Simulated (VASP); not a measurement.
# MnO: single point with r2SCAN+U

The system is MnO.

```
CELL_PARAMETERS angstrom
0.00000 2.22300 2.22300
2.22300 0.00000 2.22300
2.22300 2.22300 0.00000
ATOMIC_POSITIONS crystal
Mn 0.00000 0.00000 0.00000
O 0.50000 0.50000 0.50000
```

* Program: VASP 6.6.1
* Task: single point
* Functional: r2SCAN
* Potentials or basis: VASP PAW PBE potentials, release 64 (Mn_pv, O)
* Cutoff: 660 eV
* k mesh: 5 × 5 × 5
* Occupations: methfessel-paxton, width 0.1 eV
* Spin: collinear spin, ferromagnetic start
* Starting moments: [2.8, 0.0] μB
* Hubbard terms: Mn d U = 3.0 eV

```json
{"Pressure": "2.4 GPa", "Band gap on the k mesh": "0.84 eV (least direct gap 3.19 eV)", "Net moment": "5.00 μB per cell", "Site moments": "Mn +4.64; O +0.17 μB", "Valence electrons inside the program's atomic spheres": "Mn 11.34; O 5.04"}
```

Levels at points of the mesh, in eV from the valence-band top:
Spin up:
```
           k point  band 9  band 10  band 11  band 12  band 13  band 14  band 15  band 16
(0.00, 0.00, 0.00)   -3.57    -2.78    -2.78    -2.78     0.84    15.58    17.41    17.41
```
Spin down:
```csv
k point,band 5,band 6,band 7,band 8,band 9,band 10
"(0.00, 0.00, 0.00)",-2.35,-2.35,-2.35,2.56,4.06,4.06
```

Eigenvalues of the final occupation matrices:
```
    site  spin  trace               eigenvalues
site 1 d     1   4.79  0.94 0.94 0.94 0.98 0.98
site 1 d     2   0.19  0.02 0.02 0.02 0.07 0.07
```

Run time: 73 s on 1 thread of AMD EPYC 7R43 64-Core Processor (Zen 3) (shared host), peak memory 0.15 GiB.

Caveat: the k points lie up to 0.49 Å⁻¹ apart; the PAW data sets were made with another functional, which shifts forces and pressure a little; an odd mesh through Γ misses points on the zone boundary, where band edges can lie; a cell with one magnetic atom can't hold antiferromagnetic order, which such compounds often take.
